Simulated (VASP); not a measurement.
# P in VASP: notebook

P is run at these levels: PBEsol; tasks: single point.

Program: VASP 6.6.1. These are calculated values, not measurements. Logs are shortened: lines on timing, memory, paths and dates and some standing lists are left out, and cuts for length are marked.

## (1) The cell of the first run

The cell holds a slab with vacuum, 4 atoms: a = 3.416 Å, b = 36.270 Å, c = 4.792 Å, α = 90.00°, β = 90.00°, γ = 90.00°.

## (2) Single point, PBEsol (strain +0.040 along x and y, +0.080 along z)

Input file INCAR:

```
PREC = Accurate ; ENCUT = 520
EDIFF = 1E-6 ; ISMEAR = 0
SIGMA = 0.05 ; LREAL = F
LASPH = T ; NELM = 80
ALGO = Normal ; ISIF = 2
LWAVE = F ; LCHARG = F
GGA = PS ; NBANDS = 18
```

Input file KPOINTS:

```
regular mesh
0
Gamma
  8 1 6
```

Input file POSCAR:

```
P
1.0
    3.4157418011      0.0000000000      0.0000000000
    0.0000000000     36.2697370064      0.0000000000
    0.0000000000      0.0000000000      4.7918629625
P
4
Direct
    0.0000000000      0.9696876239      0.5826201324
    0.0000000000      0.0303123761      0.4173798676
    0.5000000000      0.0303123761      0.0826201324
    0.5000000000      0.9696876239      0.9173798676
```

Potentials or basis: VASP PAW PBE potentials, release 64 (P).

Command:

```console
$ cat potpaw_PBE.64/P/POTCAR > POTCAR
$ mpirun -np 1 vasp_std > vasp.out
```

OUTCAR:

```text
PREC = Accurate
   ENCUT = 520
   EDIFF = 1E-6
   ISMEAR = 0
   LREAL = F
   LASPH = T
   NELM = 80
   ISIF = 2
   GGA = PS

 ion  position               nearest neighbor table
   1  0.000  0.970  0.583-   2 2.34   4 2.34   4 2.34
   2  0.000  0.030  0.417-   1 2.34   3 2.34   3 2.34
   3  0.500  0.030  0.083-   4 2.34   2 2.34   2 2.34
   4  0.500  0.970  0.917-   3 2.34   1 2.34   1 2.34

  LATTYP: Found a simple orthorhombic cell.
 ALAT       =     3.4157418011
 B/A-ratio  =     1.4028762247
 C/A-ratio  =    10.6184071040

  Lattice vectors:

 A1 = (  -3.4157418011,   0.0000000000,   0.0000000000)
 A2 = (   0.0000000000,   0.0000000000,   4.7918629625)
 A3 = (   0.0000000000,  36.2697370064,   0.0000000000)

Analysis of symmetry for initial positions (statically):
=====================================================================
 Subroutine PRICEL returns:
 Original cell was already a primitive cell.

 Routine SETGRP: Setting up the symmetry group for a
 simple orthorhombic supercell.

 Subroutine GETGRP returns: Found  8 space group operations
 (whereof  4 operations were pure point group operations)
 out of a pool of  8 trial point group operations.

The static configuration has the point symmetry C_2h.
 The point group associated with its full space group is D_2h.

Analysis of symmetry for dynamics (positions and initial velocities):
=====================================================================
 Subroutine PRICEL returns:
 Original cell was already a primitive cell.

 Routine SETGRP: Setting up the symmetry group for a
 simple orthorhombic supercell.

 Subroutine GETGRP returns: Found  8 space group operations
 (whereof  4 operations were pure point group operations)
 out of a pool of  8 trial point group operations.

The dynamic configuration has the point symmetry C_2h.
 The point group associated with its full space group is D_2h.

 Subroutine INISYM returns: Found  8 space group operations
 (whereof  4 operations are pure point group operations),
 and found     1 'primitive' translations

----------------------------------------------------------------------------------------

                                     Primitive cell

[... 86 lines left out ...]
   LASPH  =      T    aspherical Exc in radial PAW
   ENCUT  =  520.0 eV  38.22 Ry    6.18 a.u.   6.35 67.44  8.91*2*pi/ulx,y,z
   NELM   =     80;   NELMIN=  2; NELMDL= -5     # of ELM steps
   EDIFF  = 0.1E-05   stopping-criterion for ELM
   LREAL  =      F    real-space projection
   EDIFFG = 0.1E-04   stopping-criterion for IOM
   NSW    =      0    number of steps for IOM
   IBRION =     -1    ionic relax: 0-MD 1-quasi-New 2-CG
   NFREE  =      0    steps in history (QN), initial steepest desc. (CG)
   ISIF   =      2    stress and relaxation
   ISYM   =      2    0-nonsym 1-usesym 2-fastsym
   POTIM  = 0.5000    time-step for ionic-motion
   TEBEG  =    0.0;   TEEND  =   0.0 temperature during run
   PSTRESS=    0.0 pullay stress
   NELECT =      20.0000    total number of electrons
   NUPDOWN=      -1.0000    fix difference up-down
   EMIN   =  10.00;   EMAX   =-10.00  energy-range for DOS
   EFERMI =   0.00;   METHOD = LEGACY
   ISMEAR =     0;   SIGMA  =   0.05  broadening in eV -4-tet -1-fermi 0-gaus
   EFERMI_NEDOS =   21; number of points for ismear=-14 and -15
   IALGO  =     38    algorithm
   IMIX   =      4    mixing-type and parameters
     AMIX     =   0.40;   BMIX     =  1.00
     AMIX_MAG =   1.60;   BMIX_MAG =  1.00
  volume/ion in A,a.u.               =     148.41      1001.54
  Fermi-wavevector in a.u.,A,eV,Ry     =   0.528738  0.999169  3.803692  0.279563
  Thomas-Fermi vector in A             =   1.550508
   LORBIT       =      0    0 simple, 1 ext, 2 COOP (PROOUT), +10 PAW based schemes
   GGA     = PS    functional components
   LHFCALC =     F    Hartree Fock is set to
   AEXX    =    0.0000 exact exchange contribution
   IVDW    =     0    specifies the selected vdW correction
   LEPSILON=     F    determine dielectric tensor
   LRPA    =     F    only Hartree local field effects (RPA)
 non-spin polarized calculation
 Gauss-broadening in eV      SIGMA  =   0.05
  energy-cutoff  :      520.00
  volume of cell :      593.65
 maximum number of plane-waves:     16070
 NGX is ok and might be reduce to    28
   NGX = 13   NGY =135   NGZ = 17

 number of electron      20.0000003 magnetization

 Free energy of the ion-electron system (eV)
  ---------------------------------------------------
  ext. energy  EPLUGINS =         0.00000000
  ---------------------------------------------------
  free energy    TOTEN  =       -22.40393520 eV

  energy without entropy =      -22.40393520  energy(sigma->0) =      -22.40393520

 E-fermi :  -3.5934     XC(G=0):  -1.6845

 val. band max:       -3.8602180434   @ k =   0.0000   0.0000   0.0000
 cond. band min:      -2.7406586462   @ k =   0.0000   0.0000   0.0000
 fundamental gap:      1.1195593973
 Fermi energy:        -3.5934081480

 k-point     1 :       0.0000    0.0000    0.0000
  band No.  band energies     occupation
      1     -17.6412      2.00000
      2     -15.3693      2.00000
      3     -12.6505      2.00000
      4      -8.7924      2.00000
      5      -8.7371      2.00000
      6      -7.7343      2.00000
[... 397 lines left out ...]
      5      -8.0727      2.00000
      6      -8.0727      2.00000
[... 10 lines left out ...]
     17       2.5232      0.00000
     18       2.5232      0.00000

------------------------ aborting loop because EDIFF is reached ----------------------------------------

  FORCE on cell =-STRESS in cart. coord.  units (eV):
  Direction    XX          YY          ZZ          XY          YZ          ZX
  --------------------------------------------------------------------------------------
  -------------------------------------------------------------------------------------
  Total       -5.5241176     -3.4504824     -6.1235878      0.0000000     -0.0000000      0.0000000
  in kB      -14.9086962     -9.3122916    -16.5265691      0.0000000     -0.0000000      0.0000000
  external PRESSURE =     -13.5825190 kB  Pullay stress =       0.0000000 kB

 VOLUME and BASIS-vectors are now :
 -----------------------------------------------------------------------------
  energy-cutoff  :      520.00
  volume of cell :      593.65
      direct lattice vectors                 reciprocal lattice vectors
     3.415741801  0.000000000  0.000000000     0.292762175  0.000000000  0.000000000
     0.000000000 36.269737006  0.000000000     0.000000000  0.027571195  0.000000000
     0.000000000  0.000000000  4.791862962     0.000000000  0.000000000  0.208687103

 POSITION                                       TOTAL-FORCE (eV/Angst)
 -----------------------------------------------------------------------------------
      0.00000     35.17032      2.79184         0.000000      0.781357      0.987127
      0.00000      1.09942      2.00003        -0.000000     -0.781357     -0.987127
      1.70787      1.09942      0.39590        -0.000000     -0.781357      0.987127
      1.70787     35.17032      4.39596         0.000000      0.781357     -0.987127
 -----------------------------------------------------------------------------------
    total drift:                               -0.000000     -0.000000      0.000000

  FREE ENERGIE OF THE ION-ELECTRON SYSTEM (eV)
  ---------------------------------------------------
  free  energy   TOTEN  =       -22.4039351956 eV

  energy  without entropy=      -22.4039351956  energy(sigma->0) =      -22.40393520
```

OSZICAR:

```text
N       E                     dE             d eps       ncg     rms          rms(c)
DAV:   1     0.130529934226E+03    0.13053E+03   -0.53135E+03   728   0.707E+02
DAV:   2    -0.440908849288E+01   -0.13494E+03   -0.12691E+03  1252   0.125E+02
DAV:   3    -0.221518425230E+02   -0.17743E+02   -0.17667E+02   968   0.546E+01
DAV:   4    -0.225481092732E+02   -0.39627E+00   -0.39471E+00   992   0.105E+01
[... 12 lines left out ...]
DAV:  17    -0.224039042801E+02   -0.33844E-04   -0.52408E-07   774   0.306E-03    0.226E-03
DAV:  18    -0.224039238758E+02   -0.19596E-04   -0.58708E-07   750   0.247E-03    0.138E-03
DAV:  19    -0.224039257656E+02   -0.18898E-05   -0.22736E-08   698   0.666E-04    0.503E-04
DAV:  20    -0.224039343845E+02   -0.86189E-05   -0.27942E-07   700   0.136E-03    0.690E-04
DAV:  21    -0.224039351956E+02   -0.81112E-06   -0.11958E-08   682   0.390E-04
   1 F= -.22403935E+02 E0= -.22403935E+02  d E =-.252706E-15
```

stdout:

```text
POSCAR found type information on POSCAR P
 POSCAR found :  1 types and       4 ions
 scaLAPACK will be used
 -----------------------------------------------------------------------------
|                                                                             |
|                                                                             |
|     You enforced a specific xc type in the INCAR file but a different       |
|     I HOPE YOU KNOW WHAT YOU ARE DOING!                                     |
|                                                                             |
 -----------------------------------------------------------------------------

 LDA part: xc-table for (Slater+PW92), standard interpolation
 POSCAR, INCAR and KPOINTS ok, starting setup
 FFT: planning ... GRIDC
 FFT: planning ... GRID_SOFT
 FFT: planning ... GRID
 WAVECAR not read
 entering main loop
```

It took 3.9 min on 1 thread of Intel Xeon Platinum 8488C (Sapphire Rapids), shared host; peak memory 0.62 GiB.

Results:

- Free energy: -22.4039 eV
- Largest force: 1.259 eV/Å
- Band gap on the k mesh: 1.12 eV

Forces on the atoms (eV/Å):
```
P    0.000  0.781  0.987
P    0.000 -0.781 -0.987
P    0.000 -0.781  0.987
P    0.000  0.781 -0.987
```

Levels at points of the mesh, in eV from the valence-band top:
```
           k point  band 7  band 8  band 9  band 10  band 11  band 12  band 13  band 14
(0.00, 0.00, 0.00)   -2.58   -1.36   -1.09     0.00     1.12     2.07     2.73     3.11
(0.50, 0.00, 0.00)   -2.37   -2.37   -1.63    -1.63     1.28     1.28     2.11     2.11
(0.00, 0.00, 0.50)   -1.83   -1.83   -0.99    -0.99     2.07     2.07     3.47     3.47
(0.50, 0.00, 0.50)   -4.17   -4.17   -0.94    -0.94     2.59     2.59     3.60     3.60
```

Caveat: the cell differs from its parent crystal (strain +0.040 along x and y, +0.080 along z); the PAW data sets were made with another functional, which shifts forces and pressure a little.

## (3) Single point, PBEsol (strain +0.080 along x and y, +0.040 along z)

Input file INCAR:

```
PREC = Accurate ; ENCUT = 520
EDIFF = 1E-6 ; ISMEAR = 0
SIGMA = 0.05 ; LREAL = False
LASPH = True ; NELM = 80
ALGO = Normal ; ISIF = 2
LWAVE = False ; LCHARG = False
GGA = PS ; NBANDS = 18
```

Input file KPOINTS:

```
Automatic mesh
0
Gamma
  8 1 6
```

Input file POSCAR:

```
P
1.0
    3.5471164857      0.0000000000      0.0000000000
    0.0000000000     37.6647268912      0.0000000000
    0.0000000000      0.0000000000      4.6143865565
P
4
Direct
    0.0000000000      0.9696876239      0.5826201324
    0.0000000000      0.0303123761      0.4173798676
    0.5000000000      0.0303123761      0.0826201324
    0.5000000000      0.9696876239      0.9173798676
```

Potentials or basis: VASP PAW PBE potentials, release 64 (P).

Command:

```console
$ cat potpaw_PBE.64/P/POTCAR > POTCAR
$ mpirun -np 1 vasp_std > vasp.out
```

Wall time 4 min (1 thread of Intel Xeon Platinum 8488C (Sapphire Rapids), shared host); peak memory 0.68 GiB.

Results (log left out):

```
Free energy            : -22.1905 eV
Largest force          : 1.269 eV/Å
Band gap on the k mesh : 0.72 eV
```

Forces in eV/Å, atoms in the order of the input:
```
P    0.000  1.155  0.527
P    0.000 -1.155 -0.527
P    0.000 -1.155  0.527
P    0.000  1.155 -0.527
```

Levels at points of the mesh, in eV from the valence-band top:
```csv
k point,band 6,band 7,band 8,band 9,band 10,band 11,band 12,band 13,band 14,band 15
"(0.00, 0.00, 0.00)",-3.71,-3.20,-1.84,-1.47,0.00,0.72,1.39,2.06,3.06,4.65
"(0.50, 0.00, 0.00)",-3.98,-2.36,-2.36,-1.80,-1.80,1.30,1.30,2.02,2.02,3.10
"(0.00, 0.00, 0.50)",-2.70,-2.43,-2.43,-0.86,-0.86,1.41,1.41,2.98,2.98,3.14
"(0.50, 0.00, 0.50)",-4.36,-4.24,-4.24,-1.24,-1.24,2.20,2.20,4.10,4.10,5.57
```

Caveat: the cell differs from its parent crystal (strain +0.080 along x and y, +0.040 along z); the PAW data sets were made with another functional, which shifts forces and pressure a little.

## (4) Single point, PBEsol (strain +0.080 along x and y, +0.080 along z)

Input file INCAR:

```
ALGO = Normal
EDIFF = 1E-7
ENCUT = 520
GGA = PS
ISIF = 2
ISMEAR = 0
LASPH = T
LCHARG = F
LREAL = F
LWAVE = F
NBANDS = 18
NELM = 60
PREC = Accurate
SIGMA = 0.05
```

Input file KPOINTS:

```
k-points
0
Gamma
  8 1 6
```

POSCAR, as its differences from that of step 3:

```diff
@@ -4,3 +4,3 @@
     0.0000000000     37.6647268912      0.0000000000
-    0.0000000000      0.0000000000      4.6143865565
+    0.0000000000      0.0000000000      4.7918629625
 P
```

Command:

```console
$ cat potpaw_PBE.64/P/POTCAR > POTCAR
$ mpirun -np 1 vasp_std > vasp.out
```

It took 3.7 min on 1 thread of Intel Xeon Platinum 8488C (Sapphire Rapids), shared host; peak memory 0.69 GiB.

Results (log left out):

```yaml
Free_energy: -21.9719 eV
Largest_force: 1.516 eV/Å
Band_gap_on_the_k_mesh: 0.98 eV
```

Forces in eV/Å, atoms in the order of the input:
```
P    0.000  1.196  0.931
P    0.000 -1.196 -0.931
P    0.000 -1.196  0.931
P    0.000  1.196 -0.931
```

Levels at points of the mesh, in eV from the valence-band top:
```
           k point  band 7  band 8  band 9  band 10  band 11  band 12  band 13  band 14
(0.00, 0.00, 0.00)   -2.71   -1.37   -1.26     0.00     0.98     1.80     2.30     2.97
(0.50, 0.00, 0.00)   -2.24   -2.24   -1.60    -1.60     1.33     1.33     2.11     2.11
(0.00, 0.00, 0.50)   -2.00   -2.00   -0.84    -0.84     1.63     1.63     3.14     3.14
(0.50, 0.00, 0.50)   -3.93   -3.93   -1.01    -1.01     2.39     2.39     3.74     3.74
```

Caveat: the cell differs from its parent crystal (strain +0.080 along x and y, +0.080 along z); the PAW data sets were made with another functional, which shifts forces and pressure a little.

## (5) The runs side by side

```csv
cell,gap on the mesh (eV),largest force (eV/Å)
"a = 3.416, b = 36.270, c = 4.792 Å, 4 atoms",1.12,1.26
"a = 3.547, b = 37.665, c = 4.614 Å, 4 atoms",0.72,1.27
"a = 3.547, b = 37.665, c = 4.792 Å, 4 atoms",0.98,1.52
```

Alike in all rows: task single point; level PBEsol; potentials or basis VASP PAW PBE potentials, release 64 (P); no spin polarisation; k mesh 8 × 1 × 6; cutoff (eV) 520; smearing gaussian 0.05 eV.

Caveats: the PAW data sets were made with another functional, which shifts forces and pressure a little.

Total energies depend on the potentials used, so only differences within one code and one set of settings carry meaning.
